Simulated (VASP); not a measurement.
# Na16H (a cell with a defect) in VASP: notebook, part 2 of 2

VASP 6.6.1. Earlier steps stand in the parts before.

### 3 Single point, PBE

INCAR

```
SYSTEM = Na16H
ALGO = Normal
EDIFF = 1E-6
ENCUT = 520
GGA = PE
ISIF = 2
ISMEAR = -1
LASPH = .True.
LCHARG = .True.
LELF = .True.
LREAL = Auto
LVHAR = .True.
LWAVE = .False.
NBANDS = 70
NELM = 60
PREC = Accurate
SIGMA = 0.05
```

KPOINTS

```
k-points
0
Gamma
  2 2 2
  0 0 0
```

POSCAR

```
Na16H
1.0
    8.4600000000      0.0000000000      0.0000000000
    0.0000000000      8.4600000000      0.0000000000
    0.0000000000      0.0000000000      8.4600000000
Na H
16 1
Direct
    0.0357683215      0.0552955083      0.0457092199
    0.5054728132     -0.0873404255      0.0747635934
   -0.0169621749      0.5315484634     -0.0649645390
   -0.0183924350     -0.0947517730      0.5657446809
    0.3811347518      0.2557919622      0.2151418440
    0.4699881797      0.4944799054     -0.0457328605
    0.4656737589     -0.0662174941      0.4540070922
    0.7796926714      0.2582151300      0.1791016548
   -0.0007328605      0.5553664303      0.5195626478
    0.1509101655      0.7313475177      0.2186052009
    0.1965839243      0.2431087470      0.6578250591
    0.4943262411      0.5594089835      0.5438416076
    0.7444444444      0.6923758865      0.2338297872
    0.7911347518      0.2258156028      0.7636997636
    0.2885224586      0.8253309693      0.8091843972
    0.7352836879      0.8078250591      0.8400945626
    0.8124940898      0.5042907801      0.6955200946
```

Potentials or basis: VASP PAW PBE potentials, release 64 (Na_pv, H).

The run is started by

```sh
cat potpaw_PBE.64/Na_pv/POTCAR potpaw_PBE.64/H/POTCAR > POTCAR
mpirun -np 1 vasp_std > vasp.out
```

OUTCAR:

```text
SYSTEM = Na16H
   EDIFF = 1E-6
   ENCUT = 520
   GGA = PE
   ISIF = 2
   ISMEAR = -1
   LASPH = .True.
   LREAL = Auto
   NELM = 60
   PREC = Accurate

 ion  position               nearest neighbor table
   1  0.036  0.055  0.046-
   2  0.505  0.913  0.075-
   3  0.983  0.532  0.935-
   4  0.982  0.905  0.566-
   5  0.381  0.256  0.215-
[... 790 lines left out ...]
  -------------------------------------------------------------------------------------
  Total        1.1787357      2.6388842      3.1339751     -1.6069469     -0.7021197     -1.2977819
  in kB        3.1190040      6.9826429      8.2926825     -4.2520760     -1.8578500     -3.4340072
  external PRESSURE =       6.1314431 kB  Pullay stress =       0.0000000 kB

 VOLUME and BASIS-vectors are now :
 -----------------------------------------------------------------------------
  energy-cutoff  :      520.00
  volume of cell :      605.50
      direct lattice vectors                 reciprocal lattice vectors
     8.460000000  0.000000000  0.000000000     0.118203310  0.000000000  0.000000000
     0.000000000  8.460000000  0.000000000     0.000000000  0.118203310  0.000000000
     0.000000000  0.000000000  8.460000000     0.000000000  0.000000000  0.118203310

 POSITION                                       TOTAL-FORCE (eV/Angst)
 -----------------------------------------------------------------------------------
      0.30260      0.46780      0.38670         0.233171     -0.183979     -0.148518
      4.27630      7.72110      0.63250        -0.170270      0.326319      0.127280
      8.31650      4.49690      7.91040         0.064695     -0.100329     -0.175829
      8.30440      7.65840      4.78620        -0.041625      0.366319     -0.219649
      3.22440      2.16400      1.82010        -0.330442      0.046739      0.213609
      3.97610      4.18330      8.07310         0.058917      0.088182     -0.094505
[... 9 lines left out ...]
      6.22050      6.83420      7.10720         0.146926     -0.181257     -0.368770
      6.87370      4.26630      5.88410        -0.033373     -0.021948      0.213947
 -----------------------------------------------------------------------------------
    total drift:                                0.000216      0.001663     -0.001911

  FREE ENERGIE OF THE ION-ELECTRON SYSTEM (eV)
  ---------------------------------------------------
  free  energy   TOTEN  =       -22.2610551287 eV

  energy  without entropy=      -22.1635923253  energy(sigma->0) =      -22.21232373
```

OSZICAR:

```text
N       E                     dE             d eps       ncg     rms          rms(c)
DAV:   1     0.102309160564E+04    0.10231E+04   -0.59066E+04  1232   0.159E+03
DAV:   2     0.443616390534E+02   -0.97873E+03   -0.96539E+03  1120   0.451E+02
DAV:   3    -0.213849200870E+02   -0.65747E+02   -0.64317E+02  1246   0.148E+02
DAV:   4    -0.232703266096E+02   -0.18854E+01   -0.18702E+01  1220   0.235E+01
DAV:   5    -0.233118904748E+02   -0.41564E-01   -0.41558E-01  1220   0.380E+00    0.376E+00
DAV:   6    -0.224116666693E+02    0.90022E+00   -0.82655E-01  1220   0.362E+00    0.142E+00
DAV:   7    -0.222526534604E+02    0.15901E+00   -0.47986E-01  1288   0.458E+00    0.551E-01
DAV:   8    -0.222606380459E+02   -0.79846E-02   -0.84248E-02  1210   0.167E+00    0.266E-01
DAV:   9    -0.222610773717E+02   -0.43933E-03   -0.73024E-03  1286   0.533E-01    0.100E-01
DAV:  10    -0.222610454067E+02    0.31965E-04   -0.21746E-03  1498   0.259E-01    0.383E-02
DAV:  11    -0.222610516033E+02   -0.61966E-05   -0.59364E-04  1204   0.114E-01    0.118E-02
DAV:  12    -0.222610540099E+02   -0.24065E-05   -0.62794E-05  1272   0.359E-02    0.513E-03
DAV:  13    -0.222610550775E+02   -0.10677E-05   -0.11353E-05   954   0.168E-02    0.218E-03
DAV:  14    -0.222610551287E+02   -0.51157E-07   -0.10277E-06   824   0.678E-03
   1 F= -.22261055E+02 E0= -.22212324E+02  d E =-.974628E-01
```

Run time: 12 min. Hardware: 1 thread of AMD EPYC 7R13, shared host; peak memory 0.64 GiB.

What came out:

```
Free energy            : -22.2611 eV
Pressure               : 0.6 GPa
Largest force          : 0.436 eV/Å
Band gap on the k mesh : zero (an odd number of electrons rules out a gap without spin polarisation)
```

Forces in eV/Å, atoms in the order of the input:
```
Na   0.233 -0.184 -0.149
Na  -0.170  0.326  0.127
Na   0.065 -0.100 -0.176
Na  -0.042  0.366 -0.220
Na  -0.330  0.047  0.214
Na   0.059  0.088 -0.095
Na   0.059  0.160  0.186
Na  -0.167  0.117  0.349
Na  -0.063 -0.370  0.069
Na   0.351 -0.012  0.014
Na   0.251 -0.055  0.116
Na   0.112 -0.185 -0.027
Na   0.051 -0.064  0.116
Na  -0.288  0.157 -0.197
Na  -0.232 -0.087 -0.174
Na   0.147 -0.181 -0.369
H   -0.033 -0.022  0.214
```

Stress tensor (GPa, compression positive):
```
 0.31 -0.43 -0.34
-0.43  0.70 -0.19
-0.34 -0.19  0.83
```

Levels at points of the mesh, in eV from the Fermi level:
```tsv
k point	band 53	band 54	band 55	band 56	band 57	band 58	band 59	band 60
(0.00, 0.00, 0.00)	-0.94	-0.90	-0.81	-0.19	0.83	0.91	0.91	0.94
(0.50, 0.00, 0.00)	-0.55	-0.53	-0.43	-0.42	-0.29	-0.23	0.60	1.33
(0.00, 0.50, 0.00)	-0.62	-0.59	-0.49	-0.47	-0.20	-0.04	0.72	1.24
(0.00, 0.00, 0.50)	-0.59	-0.53	-0.46	-0.33	-0.30	-0.18	0.62	1.25
(0.50, 0.50, 0.00)	-1.23	-0.09	-0.06	-0.01	0.04	0.17	0.30	0.33
(0.00, 0.50, 0.50)	-1.09	-0.16	-0.07	-0.03	0.06	0.14	0.23	0.37
(0.50, 0.00, 0.50)	-1.13	-0.16	-0.02	0.02	0.11	0.14	0.18	0.31
(0.50, 0.50, 0.50)	-1.53	-1.42	-1.24	-1.17	0.30	2.00	2.06	2.11
```

Caveat: the k points lie up to 0.37 Å⁻¹ apart, too coarse for converged energies and pressures of a metal.
